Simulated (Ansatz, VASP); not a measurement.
AlN in VASP and in Ansatz

The input INCAR:

```
  PREC = Accurate
  ENCUT = 520
  EDIFF = 1E-6
  ISMEAR = 0
  SIGMA = 0.024
  LREAL = False
  LASPH = True
  NELM = 60
  ALGO = Normal
  ISIF = 2
  LWAVE = False
  LCHARG = False
  GGA = PE
  NBANDS = 11
```

KPOINTS

```
regular mesh
0
Gamma
  11 11 11
```

Contents of POSCAR:

```
AlN
1.0
    0.0000000000      2.0345180000      2.0345180000
    2.0345180000      0.0000000000      2.0345180000
    2.0345180000      2.0345180000      0.0000000000
Al N
1 1
Direct
    0.5000000000      0.5000000000      0.5000000000
    0.0000000000      0.0000000000      0.0000000000
```

File input.yaml:

```yaml
crystal:
  lattice:
    - [0.0, 2.034518, 2.034518]
    - [2.034518, 0.0, 2.034518]
    - [2.034518, 2.034518, 0.0]
  atoms:
    - { symbol: Al, position: [0.5, 0.5, 0.5] }
    - { symbol: "N", position: [0.0, 0.0, 0.0] }
hamiltonian:
  xc: pbe
  pseudopotentials: { kind: paw }
kpoints:
  mp_grid: { grid: [11, 11, 11] }
scf:
  occupations: { method: gaussian, width: 0.024 }
output:
  forces: true
  stress: true
  eigenvalues: true
  write_density: true
  write_potential: true
  elf: true
  volumetric_format: npy
```

Alike in both runs: task single point; functional PBE; k mesh 11 × 11 × 11; occupations gaussian, width 0.024 eV; no spin polarisation.

```csv
,VASP,Ansatz
version,VASP 6.6.1,Ansatz 0.2.0
potentials or method,"VASP PAW PBE potentials, release 64 (Al, N)",Ansatz PAW
plane-wave cutoff (eV),520,420
valence electrons in the cell,8,8
```

|  | VASP | Ansatz | Ansatz less VASP |
| --- | --- | --- | --- |
| gap on the k mesh at the Fermi level (eV) | 4.55 | 4.58 | +0.022 |
| least direct gap on the mesh (eV) | 5.41 | 5.40 | -0.010 |
| pressure (GPa) | 0.0 | 0.3 | +0.28 |

Noted on Ansatz's run: odd divisions of the mesh miss points on the zone boundary, where band edges often lie, so the gap on the mesh can be too wide.
